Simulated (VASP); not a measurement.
# Be3ZnSe4 (P-43m) in VASP: a series of runs, part 2 of 2

VASP 6.6.1. Earlier steps stand in the parts before.

**3. Single point, PBE**

The input, INCAR:

```
SYSTEM = Be3ZnSe4
ALGO = Normal
EDIFF = 1E-6
ENCUT = 600
GGA = PE
GGA_COMPAT = .FALSE.
ISIF = 2
ISMEAR = 0
LASPH = .TRUE.
LCHARG = .FALSE.
LREAL = .FALSE.
LWAVE = .FALSE.
NBANDS = 31
NELM = 120
PREC = Accurate
SIGMA = 0.01
```

The input, KPOINTS:

```
k-points
0
G
  4 4 4
  0 0 0
```

The input, POSCAR:

```
Be3ZnSe4
1.0
    5.3202170294      0.0000000000      0.0000000000
    0.0000000000      5.3202170294      0.0000000000
    0.0000000000      0.0000000000      5.3202170294
Be Zn Se
3 1 4
Direct
    0.5000000000      0.0000000000      0.0000000000
    0.0000000000      0.0000000000      0.5000000000
    0.0000000000      0.5000000000      0.0000000000
    0.5000000000      0.5000000000      0.5000000000
    0.7628043431      0.2371956569      0.7628043431
    0.7628043431      0.7628043431      0.2371956569
    0.2371956569      0.2371956569      0.2371956569
    0.2371956569      0.7628043431      0.7628043431
```

Potentials or basis: VASP PAW PBE potentials, release 64 (Be, Zn, Se).

Run with:

```sh
$ cat potpaw_PBE.64/Be/POTCAR potpaw_PBE.64/Zn/POTCAR potpaw_PBE.64/Se/POTCAR > POTCAR
$ mpirun -np 1 vasp_std > vasp.out
```

OUTCAR:

```text
SYSTEM = Be3ZnSe4
   EDIFF = 1E-6
   ENCUT = 600
   GGA = PE
   ISIF = 2
   ISMEAR = 0
   LASPH = .TRUE.
   LREAL = .FALSE.
   NELM = 120
   PREC = Accurate

 ion  position               nearest neighbor table
   1  0.500  0.000  0.000-   5 2.27   6 2.27   7 2.27   8 2.27
   2  0.000  0.000  0.500-   5 2.27   6 2.27   7 2.27   8 2.27
   3  0.000  0.500  0.000-   5 2.27   6 2.27   7 2.27   8 2.27
   4  0.500  0.500  0.500-   5 2.42   6 2.42   7 2.42   8 2.42
   5  0.763  0.237  0.763-   1 2.27   2 2.27   3 2.27   4 2.42
   6  0.763  0.763  0.237-   1 2.27   2 2.27   3 2.27   4 2.42
   7  0.237  0.237  0.237-   1 2.27   2 2.27   3 2.27   4 2.42
   8  0.237  0.763  0.763-   1 2.27   2 2.27   3 2.27   4 2.42

  LATTYP: Found a simple cubic cell.
 ALAT       =     5.3202170294

  Lattice vectors:

 A1 = (   5.3202170294,   0.0000000000,   0.0000000000)
 A2 = (   0.0000000000,   5.3202170294,   0.0000000000)
 A3 = (   0.0000000000,   0.0000000000,   5.3202170294)

Analysis of symmetry for initial positions (statically):
[... 176 lines left out ...]
 Fermi energy:         2.7520262472

 k-point     1 :       0.0000    0.0000    0.0000
  band No.  band energies     occupation
      1     -10.8586      2.00000
      2      -9.3302      2.00000
      3      -9.3302      2.00000
      4      -9.3302      2.00000
      5      -3.5377      2.00000
      6      -3.5377      2.00000
[... 329 lines left out ...]
     30       8.9216      0.00000
     31       9.0359      0.00000

------------------------ aborting loop because EDIFF is reached ----------------------------------------

  FORCE on cell =-STRESS in cart. coord.  units (eV):
  Direction    XX          YY          ZZ          XY          YZ          ZX
  --------------------------------------------------------------------------------------
  -------------------------------------------------------------------------------------
  Total        0.1798795      0.1798795      0.1798795     -0.0000000     -0.0000000      0.0000000
  in kB        1.9138336      1.9138336      1.9138336     -0.0000000     -0.0000000      0.0000000
  external PRESSURE =       1.9138336 kB  Pullay stress =       0.0000000 kB

 VOLUME and BASIS-vectors are now :
 -----------------------------------------------------------------------------
  energy-cutoff  :      600.00
  volume of cell :      150.59
      direct lattice vectors                 reciprocal lattice vectors
     5.320217029  0.000000000  0.000000000     0.187962257  0.000000000  0.000000000
     0.000000000  5.320217029  0.000000000     0.000000000  0.187962257  0.000000000
     0.000000000  0.000000000  5.320217029     0.000000000  0.000000000  0.187962257

 POSITION                                       TOTAL-FORCE (eV/Angst)
 -----------------------------------------------------------------------------------
      2.66011      0.00000      0.00000        -0.000000      0.000000     -0.000000
      0.00000      0.00000      2.66011        -0.000000      0.000000     -0.000000
      0.00000      2.66011      0.00000        -0.000000      0.000000     -0.000000
      2.66011      2.66011      2.66011        -0.000000      0.000000     -0.000000
      4.05828      1.26193      4.05828         0.006733     -0.006733      0.006733
      4.05828      4.05828      1.26193         0.006733      0.006733     -0.006733
      1.26193      1.26193      1.26193        -0.006733     -0.006733     -0.006733
      1.26193      4.05828      4.05828        -0.006733      0.006733      0.006733
 -----------------------------------------------------------------------------------
    total drift:                                0.000000      0.000000     -0.000000

  FREE ENERGIE OF THE ION-ELECTRON SYSTEM (eV)
  ---------------------------------------------------
  free  energy   TOTEN  =       -32.3842434681 eV

  energy  without entropy=      -32.3842434681  energy(sigma->0) =      -32.38424347
```

stdout:

```text
POSCAR found type information on POSCAR BeZnSe
 POSCAR found :  3 types and       8 ions
 scaLAPACK will be used
 LDA part: xc-table for (Slater+PW92), standard interpolation
 POSCAR, INCAR and KPOINTS ok, starting setup
 FFT: planning ... GRIDC
 FFT: planning ... GRID_SOFT
 FFT: planning ... GRID
 WAVECAR not read
 entering main loop
```

Run time: 2.3 min. Hardware: 1 thread of Intel Xeon 8259CL, shared host; peak memory 0.34 GiB.

What came out:

| Property | Result |
| --- | --- |
| Free energy | -32.3842 eV |
| Pressure | 0.2 GPa |
| Largest force | 0.012 eV/Å |
| Band gap on the k mesh | 2.75 eV |

Forces in eV/Å, atoms in the order of the input:
```
Be   0.000  0.000  0.000
Be   0.000  0.000  0.000
Be   0.000  0.000  0.000
Zn   0.000  0.000  0.000
Se   0.007 -0.007  0.007
Se   0.007  0.007 -0.007
Se  -0.007 -0.007 -0.007
Se  -0.007  0.007  0.007
```

Levels at points of the mesh, in eV from the valence-band top:
```
           k point  band 18  band 19  band 20  band 21  band 22  band 23  band 24  band 25
(0.00, 0.00, 0.00)    -2.42     0.00     0.00     0.00     2.75     2.75     2.75     2.95
(0.50, 0.00, 0.00)    -1.75    -1.75    -1.15    -1.15     3.52     4.04     4.96     5.14
(0.50, 0.50, 0.00)    -1.59    -1.08    -0.79    -0.79     4.50     4.63     4.63     5.31
(0.50, 0.50, 0.50)    -1.20    -0.58    -0.58    -0.58     3.09     3.82     3.82     3.82
```

**4. Relaxation of cell and atoms, PBE**

The input, INCAR:

```
  PREC = Accurate
  ENCUT = 600
  EDIFF = 1E-7
  ISMEAR = 0
  SIGMA = 0.01
  LREAL = False
  LASPH = True
  NELM = 120
  ALGO = Normal
  ISIF = 3
  LWAVE = False
  LCHARG = False
  GGA = PE
  IBRION = 2
  NSW = 80
  EDIFFG = -0.001
  GGA_COMPAT = False
  NELMIN = 4
```

The input, KPOINTS:

```
regular mesh
0
Gamma
  4 4 4
```

The input, POSCAR:

```
Be3ZnSe4
1.0
    5.3199647473      0.0000000000      0.0000000000
    0.0000000000      5.3199647473      0.0000000000
    0.0000000000      0.0000000000      5.3199647473
Be Zn Se
3 1 4
Direct
    0.5000000000      0.0000000000      0.0000000000
    0.0000000000      0.0000000000      0.5000000000
    0.0000000000      0.5000000000      0.0000000000
    0.5000000000      0.5000000000      0.5000000000
    0.7627674083      0.2372325917      0.7627674083
    0.7627674083      0.7627674083      0.2372325917
    0.2372325917      0.2372325917      0.2372325917
    0.2372325917      0.7627674083      0.7627674083
```

Run with:

```sh
$ cat potpaw_PBE.64/Be/POTCAR potpaw_PBE.64/Zn/POTCAR potpaw_PBE.64/Se/POTCAR > POTCAR
$ mpirun -np 1 vasp_std > vasp.out
```

Run time: 6.7 min. Hardware: 1 thread of Intel Xeon 8259CL, shared host; peak memory 0.36 GiB.

The run converged. Its results:

```
Free energy                           : -32.3845 eV
Relaxed volume                        : 18.87 Å³/atom
Relaxed cell                          : a = 5.325 Å, b = 5.325 Å, c = 5.325 Å, α = 90.00°, β = 90.00°, γ = 90.00°
Space group after relaxing (to 0.1 Å) : P-43m (No. 215)
Energy gained by relaxing             : 0.0 meV/atom
Ionic steps                           : 6
Pressure after relaxing               : 0.0 GPa
Band gap on the k mesh                : 2.75 eV
```

The path:
```
step  energy change (eV)  largest force (eV/Å)  pressure (GPa)  volume (Å³)
   1              0.0000                0.0166            0.20       150.57
   2             -0.0003                0.0021           -0.04       151.08
   3             -0.0003                0.0044            0.00       150.99
   4             -0.0003                0.0042           -0.01       151.01
   5             -0.0003                0.0013           -0.01       151.00
   6             -0.0003                0.0005           -0.01       150.99
```

Final structure:
```yaml
crystal:
  lattice:
    - [5.32501, 0.00000, 0.00000]
    - [0.00000, 5.32501, 0.00000]
    - [0.00000, 0.00000, 5.32501]
  atoms:
    - { symbol: Be, position: [0.50000, 0.00000, 0.00000] }
    - { symbol: Be, position: [0.00000, 0.00000, 0.50000] }
    - { symbol: Be, position: [0.00000, 0.50000, 0.00000] }
    - { symbol: Zn, position: [0.50000, 0.50000, 0.50000] }
    - { symbol: Se, position: [0.76288, 0.23712, 0.76288] }
    - { symbol: Se, position: [0.76288, 0.76288, 0.23712] }
    - { symbol: Se, position: [0.23712, 0.23712, 0.23712] }
    - { symbol: Se, position: [0.23712, 0.76288, 0.76288] }
```

Levels at points of the mesh, in eV from the valence-band top:
| k point | band 19 | band 20 | band 21 | band 22 | band 23 | band 24 |
| --- | --- | --- | --- | --- | --- | --- |
| (0.00, 0.00, 0.00) | 0.00 | 0.00 | 0.00 | 2.75 | 2.75 | 2.75 |
| (0.50, 0.00, 0.00) | -1.74 | -1.14 | -1.14 | 3.52 | 4.04 | 4.95 |
| (0.50, 0.50, 0.00) | -1.08 | -0.78 | -0.78 | 4.49 | 4.62 | 4.62 |
| (0.50, 0.50, 0.50) | -0.57 | -0.57 | -0.57 | 3.08 | 3.81 | 3.81 |

**5. The runs side by side**

| task | cell | smearing | gap on the mesh (eV) | pressure (GPa) | largest force (eV/Å) |
| --- | --- | --- | --- | --- | --- |
| single point | a = 5.320 Å, 8 atoms | gaussian 0.02 eV | 2.75 | 0.2 | 0.02 |
| single point | a = 5.320 Å, 8 atoms | gaussian 0.01 eV | 2.75 | 0.2 | 0.01 |
| relaxation of cell and atoms | relaxed from a = 5.320 Å, 8 atoms | gaussian 0.01 eV | 2.75 | 0.0 | - |

Alike in all rows: level PBE; potentials or basis VASP PAW PBE potentials, release 64 (Be, Zn, Se); no spin polarisation; k mesh 4 × 4 × 4; cutoff (eV) 600.

Total energies depend on the potentials used, so only differences within one code and one set of settings carry meaning.
